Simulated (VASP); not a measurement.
# TiO2 (P4_2/mnm) in VASP: a series of runs

TiO2 is run at these levels: PBE+U; tasks: single point.

All numbers are computed with VASP 6.6.1; they aren't measurements. Logs are shortened: lines on timing, memory, paths and dates and some standing lists are left out, and cuts for length are marked.

### 1 The cell of the first run

The structure is tetragonal, space group P4_2/mnm (No. 136). The conventional cell has a = 4.432 Å, b = 4.432 Å, c = 2.871 Å, α = 90.00°, β = 90.00°, γ = 90.00°. Ti (site symmetry mmm) has 6 O at 1.89 to 1.90 Å within 2.5 Å. O (site symmetry m2m) has 3 Ti at 1.89 to 1.90 Å and 1 O at 2.48 Å within 2.5 Å.

### 2 Single point, PBE+U (equal strain along all axes, cell held: -4.5 %, then relaxed in part)

INCAR reads:

```
PREC = Accurate
ENCUT = 520
EDIFF = 1E-6
ISMEAR = 0
SIGMA = 0.02
LREAL = False
LASPH = True
NELM = 150
ALGO = Normal
ISIF = 2
LWAVE = False
LCHARG = False
LMAXMIX = 4
LDAU = True
LDAUTYPE = 2
LDAUL = 2 -1
LDAUU = 4 0
LDAUJ = 0 0
LDAUPRINT = 1
GGA = PE
NBANDS = 33
```

KPOINTS reads:

```
regular mesh
0
Gamma
  6 6 10
```

POSCAR reads:

```
TiO2
1.0
    4.4315342593      0.0000000000      0.0000000000
    0.0000000000      4.4315342593      0.0000000000
    0.0000000000      0.0000000000      2.8708376286
Ti O
2 4
Direct
    0.5000000000      0.5000000000      0.0000000000
    0.0000000000      0.0000000000      0.5000000000
    0.6982181229      0.6982181229      0.5000000000
    0.8017818771      0.1982181229      0.0000000000
    0.1982181229      0.8017818771      0.0000000000
    0.3017818771      0.3017818771      0.5000000000
```

Potentials or basis: VASP PAW PBE potentials, release 64 (Ti_sv, O).

The run is started by

```bash
> cat potpaw_PBE.64/Ti_sv/POTCAR potpaw_PBE.64/O/POTCAR > POTCAR
> mpirun -np 1 vasp_std > vasp.out
```

OUTCAR:

```text
PREC = Accurate
   ENCUT = 520
   EDIFF = 1E-6
   ISMEAR = 0
   LREAL = False
   LASPH = True
   NELM = 150
   ISIF = 2
   GGA = PE

 ion  position               nearest neighbor table
   1  0.500  0.500  0.000-   4 1.89   5 1.89   3 1.90   6 1.90   3 1.90   6 1.90
   2  0.000  0.000  0.500-   3 1.89   6 1.89   5 1.90   4 1.90   4 1.90   5 1.90
   3  0.698  0.698  0.500-   2 1.89   1 1.90   1 1.90
   4  0.802  0.198  0.000-   1 1.89   2 1.90   2 1.90
   5  0.198  0.802  0.000-   1 1.89   2 1.90   2 1.90
   6  0.302  0.302  0.500-   2 1.89   1 1.90   1 1.90

  LATTYP: Found a simple tetragonal cell.
 ALAT       =     4.4315342593
 C/A-ratio  =     0.6478202493

  Lattice vectors:

 A1 = (   4.4315342593,   0.0000000000,   0.0000000000)
 A2 = (   0.0000000000,   4.4315342593,   0.0000000000)
 A3 = (   0.0000000000,   0.0000000000,   2.8708376286)

Analysis of symmetry for initial positions (statically):
=====================================================================
 Subroutine PRICEL returns:
 Original cell was already a primitive cell.

 Routine SETGRP: Setting up the symmetry group for a
 simple tetragonal supercell.

 Subroutine GETGRP returns: Found 16 space group operations
 (whereof  8 operations were pure point group operations)
 out of a pool of 16 trial point group operations.

The static configuration has the point symmetry D_2h.
 The point group associated with its full space group is D_4h.

Analysis of symmetry for dynamics (positions and initial velocities):
=====================================================================
 Subroutine PRICEL returns:
 Original cell was already a primitive cell.

 Routine SETGRP: Setting up the symmetry group for a
 simple tetragonal supercell.

 Subroutine GETGRP returns: Found 16 space group operations
 (whereof  8 operations were pure point group operations)
 out of a pool of 16 trial point group operations.

The dynamic configuration has the point symmetry D_2h.
 The point group associated with its full space group is D_4h.

 Subroutine INISYM returns: Found 16 space group operations
 (whereof  8 operations are pure point group operations),
 and found     1 'primitive' translations

----------------------------------------------------------------------------------------

                                     Primitive cell

  volume of cell :      56.3789

  direct lattice vectors                    reciprocal lattice vectors
     4.431534259  0.000000000  0.000000000     0.225655482  0.000000000  0.000000000
     0.000000000  4.431534259  0.000000000     0.000000000  0.225655482  0.000000000
     0.000000000  0.000000000  2.870837629     0.000000000  0.000000000  0.348330393

  length of vectors
     4.431534259  4.431534259  2.870837629     0.225655482  0.225655482  0.348330393

  position of ions in fractional coordinates (direct lattice)
     0.500000000  0.500000000  0.000000000
     0.000000000  0.000000000  0.500000000
     0.698218123  0.698218123  0.500000000
     0.801781877  0.198218123  0.000000000
     0.198218123  0.801781877  0.000000000
     0.301781877  0.301781877  0.500000000

  ion indices of the primitive-cell ions
   primitive index   ion index
                 1           1
                 2           2
[... 102 lines left out ...]
   angular momentum for each species LDAUL =     2   -1
   U (eV)           for each species LDAUU =   4.0  0.0
   J (eV)           for each species LDAUJ =   0.0  0.0
   GGA     = PE    functional components
   LHFCALC =     F    Hartree Fock is set to
   AEXX    =    0.0000 exact exchange contribution
   IVDW    =     0    specifies the selected vdW correction
   LEPSILON=     F    determine dielectric tensor
   LRPA    =     F    only Hartree local field effects (RPA)
 non-spin polarized calculation
 Gauss-broadening in eV      SIGMA  =   0.02
  energy-cutoff  :      520.00
  volume of cell :       56.38
 maximum number of plane-waves:      1543
 NGX is ok and might be reduce to    36
   NGX = 17   NGY = 17   NGZ = 11

atom =   1  type =  1  l = 2

 onsite density matrix

spin component  1

  0.2204  0.0000  0.0865  0.0000 -0.0000
  0.0000  0.1972  0.0000  0.0918  0.0000
  0.0865  0.0000  0.1471  0.0000  0.0000
  0.0000  0.0918  0.0000  0.1972  0.0000
 -0.0000  0.0000  0.0000  0.0000  0.1085

spin component  2

  0.2204  0.0000  0.0865  0.0000 -0.0000
  0.0000  0.1972  0.0000  0.0918  0.0000
  0.0865  0.0000  0.1471  0.0000  0.0000
  0.0000  0.0918  0.0000  0.1972  0.0000
 -0.0000  0.0000  0.0000  0.0000  0.1085

 occupancies and eigenvectors

  o =  0.0898  v = -0.5522 -0.0000  0.8337  0.0000 -0.0000  0.0000  0.0000  0.0000  0.0000  0.0000      0.0000  0.0000  0.0000  0.0000  0.0000  0.0000  0.0000  0.0000  0.0000  0.0000
  o =  0.0898  v =  0.0000  0.0000  0.0000  0.0000  0.0000 -0.5522 -0.0000  0.8337  0.0000 -0.0000      0.0000  0.0000  0.0000  0.0000  0.0000  0.0000  0.0000  0.0000  0.0000  0.0000
  o =  0.1054  v =  0.0000  0.7071  0.0000 -0.7071 -0.0000  0.0000  0.0000  0.0000  0.0000  0.0000      0.0000  0.0000  0.0000  0.0000  0.0000  0.0000  0.0000  0.0000  0.0000  0.0000
  o =  0.1054  v =  0.0000  0.0000  0.0000  0.0000  0.0000  0.0000  0.7071  0.0000 -0.7071 -0.0000      0.0000  0.0000  0.0000  0.0000  0.0000  0.0000  0.0000  0.0000  0.0000  0.0000
  o =  0.1085  v = -0.0000  0.0000  0.0000  0.0000  1.0000  0.0000  0.0000  0.0000  0.0000  0.0000      0.0000  0.0000  0.0000  0.0000  0.0000  0.0000  0.0000  0.0000  0.0000  0.0000
  o =  0.1085  v =  0.0000  0.0000  0.0000  0.0000  0.0000 -0.0000  0.0000  0.0000  0.0000  1.0000      0.0000  0.0000  0.0000  0.0000  0.0000  0.0000  0.0000  0.0000  0.0000  0.0000
  o =  0.2777  v = -0.8337 -0.0000 -0.5522  0.0000 -0.0000  0.0000  0.0000  0.0000  0.0000  0.0000      0.0000  0.0000  0.0000  0.0000  0.0000  0.0000  0.0000  0.0000  0.0000  0.0000
  o =  0.2777  v =  0.0000  0.0000  0.0000  0.0000  0.0000 -0.8337 -0.0000 -0.5522  0.0000 -0.0000      0.0000  0.0000  0.0000  0.0000  0.0000  0.0000  0.0000  0.0000  0.0000  0.0000
  o =  0.2889  v =  0.0000  0.0000  0.0000  0.0000  0.0000  0.0000 -0.7071  0.0000 -0.7071  0.0000      0.0000  0.0000  0.0000  0.0000  0.0000  0.0000  0.0000  0.0000  0.0000  0.0000
  o =  0.2889  v =  0.0000 -0.7071  0.0000 -0.7071  0.0000  0.0000  0.0000  0.0000  0.0000  0.0000      0.0000  0.0000  0.0000  0.0000  0.0000  0.0000  0.0000  0.0000  0.0000  0.0000

atom =   2  type =  1  l = 2

 onsite density matrix

spin component  1

  0.2204  0.0000 -0.0865  0.0000 -0.0000
  0.0000  0.1972  0.0000 -0.0918  0.0000
 -0.0865  0.0000  0.1471  0.0000 -0.0000
  0.0000 -0.0918  0.0000  0.1972  0.0000
 -0.0000  0.0000 -0.0000  0.0000  0.1085

spin component  2

  0.2204  0.0000 -0.0865  0.0000 -0.0000
  0.0000  0.1972  0.0000 -0.0918  0.0000
 -0.0865  0.0000  0.1471  0.0000 -0.0000
  0.0000 -0.0918  0.0000  0.1972  0.0000
 -0.0000  0.0000 -0.0000  0.0000  0.1085

 occupancies and eigenvectors

  o =  0.0898  v = -0.5522  0.0000 -0.8337  0.0000 -0.0000  0.0000  0.0000  0.0000  0.0000  0.0000      0.0000  0.0000  0.0000  0.0000  0.0000  0.0000  0.0000  0.0000  0.0000  0.0000
  o =  0.0898  v =  0.0000  0.0000  0.0000  0.0000  0.0000 -0.5522  0.0000 -0.8337  0.0000 -0.0000      0.0000  0.0000  0.0000  0.0000  0.0000  0.0000  0.0000  0.0000  0.0000  0.0000
  o =  0.1054  v =  0.0000 -0.7071  0.0000 -0.7071  0.0000  0.0000  0.0000  0.0000  0.0000  0.0000      0.0000  0.0000  0.0000  0.0000  0.0000  0.0000  0.0000  0.0000  0.0000  0.0000
  o =  0.1054  v =  0.0000  0.0000  0.0000  0.0000  0.0000  0.0000 -0.7071  0.0000 -0.7071  0.0000      0.0000  0.0000  0.0000  0.0000  0.0000  0.0000  0.0000  0.0000  0.0000  0.0000
  o =  0.1085  v =  0.0000  0.0000 -0.0000  0.0000  1.0000  0.0000  0.0000  0.0000  0.0000  0.0000      0.0000  0.0000  0.0000  0.0000  0.0000  0.0000  0.0000  0.0000  0.0000  0.0000
  o =  0.1085  v =  0.0000  0.0000  0.0000  0.0000  0.0000  0.0000  0.0000 -0.0000  0.0000  1.0000      0.0000  0.0000  0.0000  0.0000  0.0000  0.0000  0.0000  0.0000  0.0000  0.0000
  o =  0.2777  v = -0.8337  0.0000  0.5522  0.0000  0.0000  0.0000  0.0000  0.0000  0.0000  0.0000      0.0000  0.0000  0.0000  0.0000  0.0000  0.0000  0.0000  0.0000  0.0000  0.0000
  o =  0.2777  v =  0.0000  0.0000  0.0000  0.0000  0.0000 -0.8337  0.0000  0.5522  0.0000  0.0000      0.0000  0.0000  0.0000  0.0000  0.0000  0.0000  0.0000  0.0000  0.0000  0.0000
  o =  0.2889  v =  0.0000  0.0000  0.0000  0.0000  0.0000  0.0000  0.7071  0.0000 -0.7071 -0.0000      0.0000  0.0000  0.0000  0.0000  0.0000  0.0000  0.0000  0.0000  0.0000  0.0000
  o =  0.2889  v =  0.0000  0.7071  0.0000 -0.7071 -0.0000  0.0000  0.0000  0.0000  0.0000  0.0000      0.0000  0.0000  0.0000  0.0000  0.0000  0.0000  0.0000  0.0000  0.0000  0.0000

 number of electron      48.0000005 magnetization

 Free energy of the ion-electron system (eV)
  ---------------------------------------------------
  ext. energy  EPLUGINS =         0.00000000
  ---------------------------------------------------
  free energy    TOTEN  =       -47.26587000 eV

  energy without entropy =      -47.26587000  energy(sigma->0) =      -47.26587000

 E-fermi :   6.6031     XC(G=0): -11.9825

 val. band max:        6.3169749992   @ k =   0.0000   0.0000   0.0000
 cond. band min:       8.8634717834   @ k =   0.5000   0.5000   0.0000
 fundamental gap:      2.5464967842
 Fermi energy:         6.6031446915

 k-point     1 :       0.0000    0.0000    0.0000
  band No.  band energies     occupation
      1     -51.2907      2.00000
      2     -51.2624      2.00000
      3     -27.6597      2.00000
      4     -27.6597      2.00000
      5     -27.4289      2.00000
      6     -27.4289      2.00000
[... 853 lines left out ...]
     32      12.2759      0.00000
     33      13.6516      0.00000

 [... further k-points ...]
[... 5 lines left out ...]
  --------------------------------------------------------------------------------------
  -------------------------------------------------------------------------------------
  Total       15.2236390     15.2236390     18.1961888      0.0000000      0.0000000      0.0000000
  in kB      432.6255922    432.6255922    517.0995559      0.0000000      0.0000000      0.0000000
  external PRESSURE =     460.7835801 kB  Pullay stress =       0.0000000 kB

 VOLUME and BASIS-vectors are now :
 -----------------------------------------------------------------------------
  energy-cutoff  :      520.00
  volume of cell :       56.38
      direct lattice vectors                 reciprocal lattice vectors
     4.431534259  0.000000000  0.000000000     0.225655482  0.000000000  0.000000000
     0.000000000  4.431534259  0.000000000     0.000000000  0.225655482  0.000000000
     0.000000000  0.000000000  2.870837629     0.000000000  0.000000000  0.348330393

 POSITION                                       TOTAL-FORCE (eV/Angst)
 -----------------------------------------------------------------------------------
      2.21577      2.21577      0.00000         0.000000     -0.000000      0.000000
      0.00000      0.00000      1.43542         0.000000     -0.000000      0.000000
      3.09418      3.09418      1.43542         0.084268      0.084268      0.000000
      3.55312      0.87841      0.00000        -0.084268      0.084268      0.000000
      0.87841      3.55312      0.00000         0.084268     -0.084268      0.000000
      1.33736      1.33736      1.43542        -0.084268     -0.084268      0.000000
 -----------------------------------------------------------------------------------
    total drift:                               -0.000000      0.000000     -0.000000

  FREE ENERGIE OF THE ION-ELECTRON SYSTEM (eV)
  ---------------------------------------------------
  free  energy   TOTEN  =       -47.2658700020 eV

  energy  without entropy=      -47.2658700020  energy(sigma->0) =      -47.26587000
```

Wall time 3 min (1 thread of Intel Xeon 8259CL, shared host); peak memory 0.23 GiB.

What came out:

- Free energy: -47.2659 eV
- Pressure: 46.1 GPa
- Largest force: 0.119 eV/Å
- Band gap on the k mesh: 2.55 eV

Forces in eV/Å, atoms in the order of the input:
```
Ti   0.000  0.000  0.000
Ti   0.000  0.000  0.000
O    0.084  0.084  0.000
O   -0.084  0.084  0.000
O    0.084 -0.084  0.000
O   -0.084 -0.084  0.000
```

Levels at points of the mesh, in eV from the valence-band top:
| k point | band 20 | band 21 | band 22 | band 23 | band 24 | band 25 | band 26 | band 27 | band 28 | band 29 |
| --- | --- | --- | --- | --- | --- | --- | --- | --- | --- | --- |
| (0.00, 0.00, 0.00) | -2.30 | -0.85 | -0.58 | -0.58 | 0.00 | 2.55 | 2.75 | 3.20 | 3.32 | 3.32 |
| (0.50, 0.00, 0.00) | -3.45 | -1.89 | -1.89 | -0.89 | -0.89 | 3.28 | 3.28 | 4.02 | 4.02 | 4.49 |
| (0.50, 0.50, 0.00) | -2.43 | -1.53 | -1.53 | -1.27 | -1.27 | 2.55 | 2.55 | 3.35 | 3.35 | 4.80 |
| (0.00, 0.00, 0.50) | -3.02 | -2.85 | -2.85 | -1.57 | -1.57 | 3.92 | 3.92 | 4.19 | 4.19 | 4.54 |
| (0.50, 0.00, 0.50) | -2.67 | -2.22 | -2.22 | -1.28 | -1.28 | 2.63 | 2.63 | 4.25 | 4.25 | 4.85 |
| (0.50, 0.50, 0.50) | -2.98 | -1.53 | -1.53 | -0.74 | -0.74 | 3.44 | 3.44 | 4.01 | 4.01 | 4.28 |

Eigenvalues of the final occupation matrices:
| site | spin | trace | eigenvalues |
| --- | --- | --- | --- |
| site 1 d | 1 | 0.87 | 0.09 0.11 0.11 0.28 0.29 |
| site 1 d | 2 | 0.87 | 0.09 0.11 0.11 0.28 0.29 |
| site 2 d | 1 | 0.87 | 0.09 0.11 0.11 0.28 0.29 |
| site 2 d | 2 | 0.87 | 0.09 0.11 0.11 0.28 0.29 |

Caveat: the cell differs from its parent crystal (equal strain along all axes, cell held: -4.5 %, then relaxed in part); the stress differs along the axes, from 43 to 52 GPa. A k mesh can miss the band edges.

### 3 Single point, PBE+U (equal strain along all axes, cell held: -3.0 %, then relaxed in part)

INCAR reads:

```
  ALGO = Normal
  EDIFF = 1E-6
  ENCUT = 520
  GGA = PE
  ISIF = 2
  ISMEAR = 0
  LASPH = True
  LCHARG = False
  LDAU = True
  LDAUJ = 0 0
  LDAUL = 2 -1
  LDAUPRINT = 1
  LDAUTYPE = 2
  LDAUU = 4 0
  LMAXMIX = 4
  LREAL = False
  LWAVE = False
  NBANDS = 33
  NELM = 150
  PREC = Accurate
  SIGMA = 0.02
```

KPOINTS reads:

```
k-points
0
Gamma
  6 6 10
```

POSCAR reads:

```
TiO2
1.0
    4.5011395094      0.0000000000      0.0000000000
    0.0000000000      4.5011395094      0.0000000000
    0.0000000000      0.0000000000      2.9159293191
Ti O
2 4
Direct
    0.5000000000      0.5000000000      0.0000000000
    0.0000000000      0.0000000000      0.5000000000
    0.6971446026      0.6971446026      0.5000000000
    0.8028553974      0.1971446026      0.0000000000
    0.1971446026      0.8028553974      0.0000000000
    0.3028553974      0.3028553974      0.5000000000
```

Potentials or basis: VASP PAW PBE potentials, release 64 (Ti_sv, O).

The run is started by

```bash
> cat potpaw_PBE.64/Ti_sv/POTCAR potpaw_PBE.64/O/POTCAR > POTCAR
> mpirun -np 1 vasp_std > vasp.out
```

Wall time 3.5 min (1 thread of Intel Xeon 8259CL, shared host); peak memory 0.23 GiB.

It converged, with:

```yaml
Free_energy: -47.8962 eV
Pressure: 29.3 GPa
Largest_force: 0.128 eV/Å
Band_gap_on_the_k_mesh: 2.46 eV
```

Forces in eV/Å, atoms in the order of the input:
```
Ti   0.000  0.000  0.000
Ti   0.000  0.000  0.000
O    0.090  0.090  0.000
O   -0.090  0.090  0.000
O    0.090 -0.090  0.000
O   -0.090 -0.090  0.000
```

Stress tensor (GPa, compression positive):
```
27.31  0.00  0.00
 0.00 27.31  0.00
 0.00  0.00 33.13
```

Levels at points of the mesh, in eV from the valence-band top:
| k point | band 21 | band 22 | band 23 | band 24 | band 25 | band 26 | band 27 | band 28 |
| --- | --- | --- | --- | --- | --- | --- | --- | --- |
| (0.00, 0.00, 0.00) | -0.85 | -0.56 | -0.56 | 0.00 | 2.46 | 2.67 | 3.06 | 3.16 |
| (0.50, 0.00, 0.00) | -1.83 | -1.83 | -0.84 | -0.84 | 3.14 | 3.14 | 3.79 | 3.79 |
| (0.50, 0.50, 0.00) | -1.51 | -1.51 | -1.24 | -1.24 | 2.46 | 2.46 | 3.19 | 3.19 |
| (0.00, 0.00, 0.50) | -2.63 | -2.63 | -1.54 | -1.54 | 3.70 | 3.70 | 3.95 | 3.95 |
| (0.50, 0.00, 0.50) | -2.12 | -2.12 | -1.20 | -1.20 | 2.53 | 2.53 | 4.01 | 4.01 |
| (0.50, 0.50, 0.50) | -1.41 | -1.41 | -0.74 | -0.74 | 3.27 | 3.27 | 3.83 | 3.83 |

Eigenvalues of the final occupation matrices:
```tsv
site	spin	trace	eigenvalues
site 1 d	1	0.84	0.08 0.10 0.10 0.26 0.28
site 1 d	2	0.84	0.08 0.10 0.10 0.26 0.28
site 2 d	1	0.84	0.08 0.10 0.10 0.26 0.28
site 2 d	2	0.84	0.08 0.10 0.10 0.26 0.28
```

Caveat: the cell differs from its parent crystal (equal strain along all axes, cell held: -3.0 %, then relaxed in part); the stress differs along the axes, from 27 to 33 GPa.

(Part 1 of 2 ends here.)
